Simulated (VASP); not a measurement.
# GaAs (F-43m) in VASP: single point with PBEsol

Aim: the single point of GaAs with PBEsol.

All numbers are computed with VASP 6.6.1; they aren't measurements. Logs are shortened: lines on timing, memory, paths and dates and some standing lists are left out, and cuts for length are marked.

## 1. The cell of the first run

It takes space group F-43m (No. 216, cubic). Conventional cell: a = 5.654 Å, b = 5.654 Å, c = 5.654 Å, α = 90.00°, β = 90.00°, γ = 90.00°. Ga (site symmetry -43m) has 4 As at 2.45 Å within 3.2 Å. As (site symmetry -43m) has 4 Ga at 2.45 Å within 3.2 Å.

## 2. Single point, PBEsol

Contents of INCAR:

```
SYSTEM = GaAs
PREC = Accurate
ENCUT = 500
EDIFF = 1E-6
ISMEAR = 0
SIGMA = 0.01
LREAL = .False.
LASPH = .True.
NELM = 120
ALGO = Normal
ISIF = 2
LWAVE = .False.
LCHARG = .False.
GGA = PS
NBANDS = 16
GGA_COMPAT = .False.
```

Contents of KPOINTS:

```
regular mesh
0
Gamma
  4 4 4
  0 0 0
```

Contents of POSCAR:

```
GaAs
1.0
    0.0000000000      2.8268500000      2.8268500000
    2.8268500000      0.0000000000      2.8268500000
    2.8268500000      2.8268500000      0.0000000000
Ga As
1 1
Direct
    0.0000000000      0.0000000000      0.0000000000
    0.2500000000      0.2500000000      0.2500000000
```

Potentials or basis: VASP PAW PBE potentials, release 64 (Ga_d, As).

Launch:

```bash
$ cat potpaw_PBE.64/Ga_d/POTCAR potpaw_PBE.64/As/POTCAR > POTCAR
$ mpirun -np 1 vasp_std > vasp.out
```

OUTCAR:

```text
SYSTEM = GaAs
   PREC = Accurate
   ENCUT = 500
   EDIFF = 1E-6
   ISMEAR = 0
   LREAL = .False.
   LASPH = .True.
   NELM = 120
   ISIF = 2
   GGA = PS

 ion  position               nearest neighbor table
   1  0.000  0.000  0.000-   2 2.45   2 2.45   2 2.45   2 2.45
   2  0.250  0.250  0.250-   1 2.45   1 2.45   1 2.45   1 2.45

  LATTYP: Found a face centered cubic cell.
 ALAT       =     5.6537000000

  Lattice vectors:

 A1 = (   0.0000000000,   2.8268500000,   2.8268500000)
 A2 = (   2.8268500000,   0.0000000000,   2.8268500000)
 A3 = (   2.8268500000,   2.8268500000,   0.0000000000)

Analysis of symmetry for initial positions (statically):
=====================================================================
 Subroutine PRICEL returns:
 Original cell was already a primitive cell.

 Routine SETGRP: Setting up the symmetry group for a
 face centered cubic supercell.

 Subroutine GETGRP returns: Found 24 space group operations
 (whereof 24 operations were pure point group operations)
 out of a pool of 48 trial point group operations.

The static configuration has the point symmetry T_d .

Analysis of symmetry for dynamics (positions and initial velocities):
=====================================================================
 Subroutine PRICEL returns:
 Original cell was already a primitive cell.

 Routine SETGRP: Setting up the symmetry group for a
 face centered cubic supercell.

 Subroutine GETGRP returns: Found 24 space group operations
 (whereof 24 operations were pure point group operations)
 out of a pool of 48 trial point group operations.

The dynamic configuration has the point symmetry T_d .

 Subroutine INISYM returns: Found 24 space group operations
 (whereof 24 operations are pure point group operations),
 and found     1 'primitive' translations

----------------------------------------------------------------------------------------

                                     Primitive cell

  volume of cell :      45.1792

  direct lattice vectors                    reciprocal lattice vectors
     0.000000000  2.826850000  2.826850000    -0.176875321  0.176875321  0.176875321
     2.826850000  0.000000000  2.826850000     0.176875321 -0.176875321  0.176875321
     2.826850000  2.826850000  0.000000000     0.176875321  0.176875321 -0.176875321

  length of vectors
[... 63 lines left out ...]
   ENCUT  =  500.0 eV  36.75 Ry    6.06 a.u.   7.29  7.29  7.29*2*pi/ulx,y,z
   NELM   =    120;   NELMIN=  2; NELMDL= -5     # of ELM steps
   EDIFF  = 0.1E-05   stopping-criterion for ELM
   LREAL  =      F    real-space projection
   EDIFFG = 0.1E-04   stopping-criterion for IOM
   NSW    =      0    number of steps for IOM
   IBRION =     -1    ionic relax: 0-MD 1-quasi-New 2-CG
   NFREE  =      0    steps in history (QN), initial steepest desc. (CG)
   ISIF   =      2    stress and relaxation
   ISYM   =      2    0-nonsym 1-usesym 2-fastsym
   POTIM  = 0.5000    time-step for ionic-motion
   TEBEG  =    0.0;   TEEND  =   0.0 temperature during run
   PSTRESS=    0.0 pullay stress
   NELECT =      18.0000    total number of electrons
   NUPDOWN=      -1.0000    fix difference up-down
   EMIN   =  10.00;   EMAX   =-10.00  energy-range for DOS
   EFERMI =   0.00;   METHOD = LEGACY
   ISMEAR =     0;   SIGMA  =   0.01  broadening in eV -4-tet -1-fermi 0-gaus
   EFERMI_NEDOS =   21; number of points for ismear=-14 and -15
   IALGO  =     38    algorithm
   IMIX   =      4    mixing-type and parameters
     AMIX     =   0.40;   BMIX     =  1.00
     AMIX_MAG =   1.60;   BMIX_MAG =  1.00
  volume/ion in A,a.u.               =      22.59       152.44
  Fermi-wavevector in a.u.,A,eV,Ry     =   1.204628  2.276417 19.743799  1.451128
  Thomas-Fermi vector in A             =   2.340347
   LORBIT       =      0    0 simple, 1 ext, 2 COOP (PROOUT), +10 PAW based schemes
   GGA     = PS    functional components
   LHFCALC =     F    Hartree Fock is set to
   AEXX    =    0.0000 exact exchange contribution
   IVDW    =     0    specifies the selected vdW correction
   LEPSILON=     F    determine dielectric tensor
   LRPA    =     F    only Hartree local field effects (RPA)
 non-spin polarized calculation
 Gauss-broadening in eV      SIGMA  =   0.01
  energy-cutoff  :      500.00
  volume of cell :       45.18
 maximum number of plane-waves:      1174
 NGX is ok and might be reduce to    30
   NGX = 15   NGY = 15   NGZ = 15

 number of electron      17.9999995 magnetization

 Free energy of the ion-electron system (eV)
  ---------------------------------------------------
  ext. energy  EPLUGINS =         0.00000000
  ---------------------------------------------------
  free energy    TOTEN  =        -8.90549630 eV

  energy without entropy =       -8.90549630  energy(sigma->0) =       -8.90549630

 E-fermi :   3.9053     XC(G=0):  -9.7492

 val. band max:        3.8565852421   @ k =   0.0000   0.0000   0.0000
 cond. band min:       4.2974569985   @ k =   0.0000   0.0000   0.0000
 fundamental gap:      0.4408717563
 Fermi energy:         3.9052740913

 k-point     1 :       0.0000    0.0000    0.0000
  band No.  band energies     occupation
      1     -10.9775      2.00000
      2     -10.9775      2.00000
      3     -10.9775      2.00000
      4     -10.8990      2.00000
      5     -10.8990      2.00000
      6      -8.9002      2.00000
[... 129 lines left out ...]
      3     -10.9330      2.00000
      4     -10.9100      2.00000
      5     -10.8949      2.00000
      6      -6.3040      2.00000
[... 8 lines left out ...]
     15      16.0005      0.00000
     16      17.0612      0.00000

------------------------ aborting loop because EDIFF is reached ----------------------------------------

  FORCE on cell =-STRESS in cart. coord.  units (eV):
  Direction    XX          YY          ZZ          XY          YZ          ZX
  --------------------------------------------------------------------------------------
  -------------------------------------------------------------------------------------
  Total        0.1680852      0.1680852      0.1680852     -0.0000000      0.0000000     -0.0000000
  in kB        5.9607631      5.9607631      5.9607631     -0.0000000      0.0000000     -0.0000000
  external PRESSURE =       5.9607631 kB  Pullay stress =       0.0000000 kB

 VOLUME and BASIS-vectors are now :
 -----------------------------------------------------------------------------
  energy-cutoff  :      500.00
  volume of cell :       45.18
      direct lattice vectors                 reciprocal lattice vectors
     0.000000000  2.826850000  2.826850000    -0.176875321  0.176875321  0.176875321
     2.826850000  0.000000000  2.826850000     0.176875321 -0.176875321  0.176875321
     2.826850000  2.826850000  0.000000000     0.176875321  0.176875321 -0.176875321

 POSITION                                       TOTAL-FORCE (eV/Angst)
 -----------------------------------------------------------------------------------
      0.00000      0.00000      0.00000        -0.000000     -0.000000     -0.000000
      1.41342      1.41342      1.41342         0.000000      0.000000      0.000000
 -----------------------------------------------------------------------------------
    total drift:                               -0.000000     -0.000000      0.000000

  FREE ENERGIE OF THE ION-ELECTRON SYSTEM (eV)
  ---------------------------------------------------
  free  energy   TOTEN  =        -8.9054962996 eV

  energy  without entropy=       -8.9054962996  energy(sigma->0) =       -8.90549630
```

stdout:

```text
POSCAR found type information on POSCAR GaAs
 POSCAR found :  2 types and       2 ions
 scaLAPACK will be used
 -----------------------------------------------------------------------------
|                                                                             |
|                                                                             |
|     You enforced a specific xc type in the INCAR file but a different       |
|     I HOPE YOU KNOW WHAT YOU ARE DOING!                                     |
|                                                                             |
 -----------------------------------------------------------------------------

 LDA part: xc-table for (Slater+PW92), standard interpolation
 POSCAR, INCAR and KPOINTS ok, starting setup
 FFT: planning ... GRIDC
 FFT: planning ... GRID_SOFT
 FFT: planning ... GRID
 WAVECAR not read
 entering main loop
```

It used 11 s of CPU time on 1 thread of AMD EPYC 7R13 Processor (Zen 3), on a shared host.

Results:

```yaml
Free_energy: -8.9055 eV
Pressure: 0.6 GPa
Band_gap_on_the_k_mesh: 0.44 eV, direct
```

Caveat: the k points lie up to 0.48 Å⁻¹ apart; the PAW data sets were made with another functional, which shifts forces and pressure a little.
